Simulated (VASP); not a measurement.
# V (Fm-3m) in VASP: notebook

V is run at these levels: revPBE; tasks: single point.

Program: VASP 6.6.1. These are calculated values, not measurements. Logs are shortened: lines on timing, memory, paths and dates and some standing lists are left out, and cuts for length are marked.

### Step 1. The cell of the first run

The structure is cubic, space group Fm-3m (No. 225). Conventional cell: a = 3.681 Å, b = 3.681 Å, c = 3.681 Å, α = 90.00°, β = 90.00°, γ = 90.00°. V (site symmetry m-3m) has 12 V at 2.60 Å within 3.4 Å.

### Step 2. Single point, revPBE (volume scaled by 0.88)

File INCAR:

```
SYSTEM = V
  PREC = Accurate
  ENCUT = 520
  EDIFF = 1E-6
  ISMEAR = -1
  SIGMA = 0.1
  LREAL = .False.
  LASPH = .True.
  NELM = 100
  ALGO = Normal
  ISIF = 2
  LWAVE = .False.
  LCHARG = .True.
  GGA = RE
  LELF = .True.
  LVHAR = .True.
  NBANDS = 12
```

File KPOINTS:

```
Automatic mesh
0
Gamma
  16 16 16
  0 0 0
```

File POSCAR:

```
V
1.0
    0.0000000000      1.8402558748      1.8402558748
    1.8402558748      0.0000000000      1.8402558748
    1.8402558748      1.8402558748      0.0000000000
V
1
Direct
    0.0000000000      0.0000000000      0.0000000000
```

Potentials or basis: VASP PAW PBE potentials, release 64 (V_sv).

Run with:

```console
cat potpaw_PBE.64/V_sv/POTCAR > POTCAR
mpirun -np 1 vasp_std > vasp.out
```

OUTCAR:

```text
SYSTEM = V
   PREC = Accurate
   ENCUT = 520
   EDIFF = 1E-6
   ISMEAR = -1
   LREAL = .False.
   LASPH = .True.
   NELM = 100
   ISIF = 2
   GGA = RE

 ion  position               nearest neighbor table
   1  0.000  0.000  0.000-

  LATTYP: Found a face centered cubic cell.
 ALAT       =     3.6805117496

  Lattice vectors:

 A1 = (   0.0000000000,   1.8402558748,   1.8402558748)
 A2 = (   1.8402558748,   0.0000000000,   1.8402558748)
 A3 = (   1.8402558748,   1.8402558748,   0.0000000000)

Analysis of symmetry for initial positions (statically):
=====================================================================
 Subroutine PRICEL returns:
 Original cell was already a primitive cell.

 Routine SETGRP: Setting up the symmetry group for a
 face centered cubic supercell.

 Subroutine GETGRP returns: Found 48 space group operations
 (whereof 48 operations were pure point group operations)
 out of a pool of 48 trial point group operations.

The static configuration has the point symmetry O_h .

Analysis of symmetry for dynamics (positions and initial velocities):
=====================================================================
 Subroutine PRICEL returns:
 Original cell was already a primitive cell.

 Routine SETGRP: Setting up the symmetry group for a
 face centered cubic supercell.

 Subroutine GETGRP returns: Found 48 space group operations
 (whereof 48 operations were pure point group operations)
 out of a pool of 48 trial point group operations.

The dynamic configuration has the point symmetry O_h .

 Subroutine INISYM returns: Found 48 space group operations
 (whereof 48 operations are pure point group operations),
 and found     1 'primitive' translations

----------------------------------------------------------------------------------------

                                     Primitive cell

  volume of cell :      12.4642

  direct lattice vectors                    reciprocal lattice vectors
     0.000000000  1.840255875  1.840255875    -0.271701347  0.271701347  0.271701347
     1.840255875  0.000000000  1.840255875     0.271701347 -0.271701347  0.271701347
     1.840255875  1.840255875  0.000000000     0.271701347  0.271701347 -0.271701347

  length of vectors
     2.602514816  2.602514816  2.602514816     0.470600537  0.470600537  0.470600537

  position of ions in fractional coordinates (direct lattice)
     0.000000000  0.000000000  0.000000000

  ion indices of the primitive-cell ions
   primitive index   ion index
                 1           1

----------------------------------------------------------------------------------------

 KPOINTS: Automatic mesh

Automatic generation of k-mesh.
 Grid dimensions read from file:
 generate k-points for:   16   16   16

 Generating k-lattice:

  Cartesian coordinates                     Fractional coordinates (reciprocal lattice)
    -0.016981334  0.016981334  0.016981334     0.062500000  0.000000000  0.000000000
     0.016981334 -0.016981334  0.016981334     0.000000000  0.062500000  0.000000000
     0.016981334  0.016981334 -0.016981334     0.000000000  0.000000000  0.062500000

  Length of vectors
     0.029412534  0.029412534  0.029412534

  Shift w.r.t. Gamma in fractional coordinates (k-lattice)
     0.000000000  0.000000000  0.000000000

 Subroutine IBZKPT returns following result:
 ===========================================

 Found    145 irreducible k-points:

 Following reciprocal coordinates:
            Coordinates               Weight
  0.000000  0.000000  0.000000      1.000000
  0.062500  0.000000  0.000000      8.000000
  0.125000  0.000000  0.000000      8.000000
  0.187500  0.000000  0.000000      8.000000
  0.250000  0.000000  0.000000      8.000000
  0.312500  0.000000  0.000000      8.000000
[... 16 lines left out ...]
 -0.125000  0.062500  0.000000     24.000000
 -0.062500  0.062500  0.000000     12.000000
 [... further k-points ...]
   k-points           NKPTS =    145   k-points in BZ     NKDIM =    145   number of bands    NBANDS=     12
   number of dos      NEDOS =    301   number of ions     NIONS =      1
   total plane-waves  NPLWV =   8000
   dimension x,y,z NGX =    20 NGY =   20 NGZ =   20
   dimension x,y,z NGXF=    40 NGYF=   40 NGZF=   40
   ions per type =               1
   NGX,Y,Z   is equivalent  to a cutoff of  12.78, 12.78, 12.78 a.u.
   NGXF,Y,Z  is equivalent  to a cutoff of  25.55, 25.55, 25.55 a.u.
 SYSTEM =  V
   PREC   = accura    normal or accurate (medium, high low for compatibility)
   ISTART =      0    job   : 0-new  1-cont  2-samecut
   ICHARG =      2    charge: 1-file 2-atom 10-const
   ISPIN  =      1    spin polarized calculation?
   LNONCOLLINEAR =      F non collinear calculations
   LSORBIT =      F    spin-orbit coupling
   LASPH  =      T    aspherical Exc in radial PAW
   ENCUT  =  520.0 eV  38.22 Ry    6.18 a.u.   4.84  4.84  4.84*2*pi/ulx,y,z
   NELM   =    100;   NELMIN=  2; NELMDL= -5     # of ELM steps
   EDIFF  = 0.1E-05   stopping-criterion for ELM
   LREAL  =      F    real-space projection
   EDIFFG = 0.1E-04   stopping-criterion for IOM
   NSW    =      0    number of steps for IOM
   IBRION =     -1    ionic relax: 0-MD 1-quasi-New 2-CG
   NFREE  =      0    steps in history (QN), initial steepest desc. (CG)
   ISIF   =      2    stress and relaxation
   ISYM   =      2    0-nonsym 1-usesym 2-fastsym
   POTIM  = 0.5000    time-step for ionic-motion
   TEBEG  =    0.0;   TEEND  =   0.0 temperature during run
   PSTRESS=    0.0 pullay stress
   NELECT =      13.0000    total number of electrons
   NUPDOWN=      -1.0000    fix difference up-down
   EMIN   =  10.00;   EMAX   =-10.00  energy-range for DOS
   EFERMI =   0.00;   METHOD = LEGACY
   ISMEAR =    -1;   SIGMA  =   0.10  broadening in eV -4-tet -1-fermi 0-gaus
   EFERMI_NEDOS =   21; number of points for ismear=-14 and -15
   IALGO  =     38    algorithm
   IMIX   =      4    mixing-type and parameters
     AMIX     =   0.40;   BMIX     =  1.00
     AMIX_MAG =   1.60;   BMIX_MAG =  1.00
  volume/ion in A,a.u.               =      12.46        84.11
  Fermi-wavevector in a.u.,A,eV,Ry     =   1.660228  3.137376 37.502514  2.756357
  Thomas-Fermi vector in A             =   2.747500
   LORBIT       =      0    0 simple, 1 ext, 2 COOP (PROOUT), +10 PAW based schemes
   GGA     = RE    functional components
   LHFCALC =     F    Hartree Fock is set to
   AEXX    =    0.0000 exact exchange contribution
   IVDW    =     0    specifies the selected vdW correction
   LEPSILON=     F    determine dielectric tensor
   LRPA    =     F    only Hartree local field effects (RPA)
 non-spin polarized calculation
  energy-cutoff  :      520.00
  volume of cell :       12.46
 maximum number of plane-waves:       344
   NGX =  9   NGY =  9   NGZ =  9

 number of electron      12.9999991 magnetization

 Free energy of the ion-electron system (eV)
  ---------------------------------------------------
  ext. energy  EPLUGINS =         0.00000000
  ---------------------------------------------------
  free energy    TOTEN  =        -8.27277026 eV

  energy without entropy =       -8.22018206  energy(sigma->0) =       -8.24647616

 E-fermi :  11.1576     XC(G=0): -13.2467

 val. band max:       11.1553667797   @ k =  -0.3750   0.1875   0.0625
 cond. band min:      11.1810227202   @ k =  -0.1875   0.1875   0.0000
 fundamental gap:      0.0256559405
 Fermi energy:        11.1575963867

 k-point     1 :       0.0000    0.0000    0.0000
  band No.  band energies     occupation
      1     -52.9338      2.00000
      2     -26.0535      2.00000
      3     -26.0535      2.00000
      4     -26.0535      2.00000
      5       4.0458      2.00000
      6      11.2987      0.39223
      7      11.2987      0.39223
      8      11.2987      0.39223
      9      13.3315      0.00000
     10      13.3315      0.00000
     11      29.3916      0.00000
     12      35.1973      0.00000

 k-point     2 :       0.0625    0.0000    0.0000
  band No.  band energies     occupation
      1     -52.9245      2.00000
      2     -26.0989      2.00000
      3     -26.0589      2.00000
      4     -26.0589      2.00000
      5       4.2064      2.00000
      6      11.2071      0.75749
      7      11.3571      0.23954
      8      11.3571      0.23954
      9      13.2946      0.00000
     10      13.2946      0.00000
     11      29.5301      0.00000
     12      33.9774      0.00000

 k-point     3 :       0.1250    0.0000    0.0000
  band No.  band energies     occupation
      1     -52.8980      2.00000
      2     -26.2272      2.00000
      3     -26.0745      2.00000
      4     -26.0745      2.00000
      5       4.6696      2.00000
      6      10.9688      1.73702
      7      11.5018      0.06200
      8      11.5018      0.06199
      9      13.2203      0.00000
     10      13.2203      0.00000
     11      29.7621      0.00000
     12      31.9450      0.00000
[... 286 lines left out ...]
 k-point    23 :      -0.1250    0.0625    0.0000
  band No.  band energies     occupation
      1     -52.8784      2.00000
      2     -26.3032      2.00000
      3     -26.1160      2.00000
      4     -26.0730      2.00000
      5       5.0141      2.00000
      6      10.7817      1.95443
      7      11.6023      0.02317
      8      11.6150      0.02043
      9      12.9727      0.00000
     10      13.4024      0.00000
     11      29.8164      0.00000
     12      31.1643      0.00000

 k-point    24 :      -0.0625    0.0625    0.0000
  band No.  band energies     occupation
      1     -52.9095      2.00000
      2     -26.1625      2.00000
      3     -26.0844      2.00000
      4     -26.0605      2.00000
      5       4.4679      2.00000
      6      11.0497      1.49276
      7      11.4416      0.11035
      8      11.4693      0.08482
      9      13.1396      0.00000
     10      13.3455      0.00000
     11      29.7204      0.00000
     12      32.8611      0.00000

 [... further k-points ...]

------------------------ aborting loop because EDIFF is reached ----------------------------------------

  FORCE on cell =-STRESS in cart. coord.  units (eV):
  Direction    XX          YY          ZZ          XY          YZ          ZX
  --------------------------------------------------------------------------------------
  -------------------------------------------------------------------------------------
  Total        2.1540758      2.1540758      2.1540758     -0.0000000      0.0000000     -0.0000000
  in kB      276.8897796    276.8897796    276.8897796     -0.0000000      0.0000000     -0.0000000
  external PRESSURE =     276.8897796 kB  Pullay stress =       0.0000000 kB

 VOLUME and BASIS-vectors are now :
 -----------------------------------------------------------------------------
  energy-cutoff  :      520.00
  volume of cell :       12.46
      direct lattice vectors                 reciprocal lattice vectors
     0.000000000  1.840255875  1.840255875    -0.271701347  0.271701347  0.271701347
     1.840255875  0.000000000  1.840255875     0.271701347 -0.271701347  0.271701347
     1.840255875  1.840255875  0.000000000     0.271701347  0.271701347 -0.271701347

 POSITION                                       TOTAL-FORCE (eV/Angst)
 -----------------------------------------------------------------------------------
      0.00000      0.00000      0.00000         0.000000     -0.000000     -0.000000
 -----------------------------------------------------------------------------------
    total drift:                                0.000000      0.000000      0.000000

  FREE ENERGIE OF THE ION-ELECTRON SYSTEM (eV)
  ---------------------------------------------------
  free  energy   TOTEN  =        -8.2727702613 eV

  energy  without entropy=       -8.2201820570  energy(sigma->0) =       -8.24647616
```

Run time: 18 s. Hardware: 1 thread of Intel Xeon Platinum 8259CL at 2.50GHz (Skylake/Cascade Lake), shared host; peak memory 0.13 GiB.

What came out:

| Quantity | Value |
| --- | --- |
| Free energy | -8.2728 eV |
| Pressure | 27.7 GPa |

Levels at points of the mesh, in eV from the Fermi level:
| k point | band 3 | band 4 | band 5 | band 6 | band 7 | band 8 | band 9 | band 10 |
| --- | --- | --- | --- | --- | --- | --- | --- | --- |
| (0.00, 0.00, 0.00) | -37.21 | -37.21 | -7.11 | 0.14 | 0.14 | 0.14 | 2.17 | 2.17 |
| (0.50, 0.00, 0.00) | -37.35 | -37.35 | -3.69 | 0.00 | 0.00 | 1.08 | 3.52 | 3.52 |
| (0.50, 0.50, 0.00) | -37.61 | -37.61 | -4.00 | -3.06 | 3.51 | 3.88 | 3.88 | 3.96 |

Caveat: the PAW data sets were made with another functional, which shifts forces and pressure a little.

[end of part 1 of 2]
